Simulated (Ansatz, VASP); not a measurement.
MnO2: VASP beside Ansatz

```
Mn O
1.0
     2.90416    0.00000    0.00000
     0.00000    3.84481    0.00000
     0.00000    0.00000    6.16426
Mn O
2 4
Cartesian
  1.4521 1.9224 2.1162
  0.0000 0.0000 4.0481
  1.4521 0.0000 5.1630
  0.0000 1.9224 1.0013
  1.4521 0.0000 2.6001
  0.0000 1.9224 3.5642
```

Alike in both runs: functional LDA; k mesh 9 × 7 × 5; occupations fermi-dirac, width 0.05 eV; collinear spin.

```csv
,VASP,Ansatz
version,VASP 6.6.1,Ansatz 0.2.0
potentials or method,"VASP PAW LDA potentials, release 64 (Mn_pv, O)",Ansatz PAW
plane-wave cutoff (eV),520,420
valence electrons in the cell,50,54
task,single point,band structure
```

|  | VASP | Ansatz | Ansatz less VASP |
| --- | --- | --- | --- |
| gap on the k mesh at the Fermi level (eV) | none | none | - |
| pressure (GPa) | -18.8 | -19.4 | -0.66 |
| traceless stress, the component that is largest in VASP (GPa) | -5.59 | -6.08 | -0.489 |
| rms of the force components (eV/Å) | 0.504 | 0.554 | +0.0499 |
| net moment per atom (μB) | 1.00 | 1.00 | +0.001 |
| size of the moment on the site where the two differ most (μB) | 2.72 | 2.38 | -0.343 |

LDA's correlation is that of Perdew and Zunger in VASP and of Perdew and Wang (1992) in Ansatz. Site moments also hang on the region over which each program counts them. Atom by atom the forces differ by 0.053 eV/Å (rms over components). A gap of «none» marks a metal or a gap that the smearing closes. VASP's potentials hold 50 valence electrons a cell and Ansatz's 54, so a difference there can come from the potentials and not from the codes.
